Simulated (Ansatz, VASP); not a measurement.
# One calculation of Ga, two programs

File INCAR:

```
PREC = Accurate
ENCUT = 520
EDIFF = 1E-6
ISMEAR = -1
SIGMA = 0.05
LREAL = False
LASPH = True
NELM = 60
ALGO = Normal
ISIF = 2
LWAVE = False
LCHARG = False
GGA = PS
NBANDS = 20
```

The input KPOINTS:

```
regular mesh
0
Gamma
  11 11 6
```

File POSCAR:

```
Ga
1.0
    3.0031658500      0.0000000000      0.0000000000
   -1.5015829250      2.6008179178      0.0000000000
    0.0000000000      0.0000000000      4.8651286769
Ga
2
Direct
    0.2933333333      0.6466666667      0.2200000000
    0.7066666667      0.3533333333      0.7800000000
```

Input for Ansatz:

```yaml
crystal:
  lattice:
    - [3.00316585, 0.0, 0.0]
    - [-1.501582925, 2.6008179178, 0.0]
    - [0.0, 0.0, 4.8651286769]
  atoms:
    - { symbol: Ga, position: [0.2933333333, 0.6466666667, 0.22] }
    - { symbol: Ga, position: [0.7066666667, 0.3533333333, 0.78] }
kpoints:
  mp_grid: { grid: [11, 11, 6] }
scf:
  occupations: { method: fermi_dirac, width: 0.05 }
hamiltonian:
  xc: pbesol
  pseudopotentials: { kind: paw }
output:
  forces: true
  stress: true
  eigenvalues: true
  populations: true
```

Change from the starting cell: shortest bond scaled by 0.88, PAW files.

Alike in both runs: task single point; functional PBEsol; k mesh 11 × 11 × 6; occupations fermi-dirac, width 0.05 eV; no spin polarisation.

|  | VASP | Ansatz |
| --- | --- | --- |
| version | VASP 6.6.1 | Ansatz 0.2.0 |
| potentials or method | VASP PAW PBE potentials, release 64 (Ga_d) | PAW with Ansatz's default frozen-core files, scalar-relativistic |
| plane-wave cutoff (eV) | 520 | 420 |
| valence electrons in the cell | 26 | 26 |

Ansatz gave:

- pressure (GPa): -1.4
- traceless stress, the component that is largest in VASP (GPa): 1.10
- rms of the force components (eV/Å): 0.497

Question: Estimate VASP's values.

Answer: Pressure (GPa): -1.3; traceless stress, the component that is largest in VASP (GPa): 1.11; rms of the force components (eV/Å): 0.500.

VASP's potentials were made for PBE, not for PBEsol. Atom by atom the forces differ by 0.003 eV/Å (rms over components). With one functional, cell and mesh, what is left measures potentials, basis and numerics.
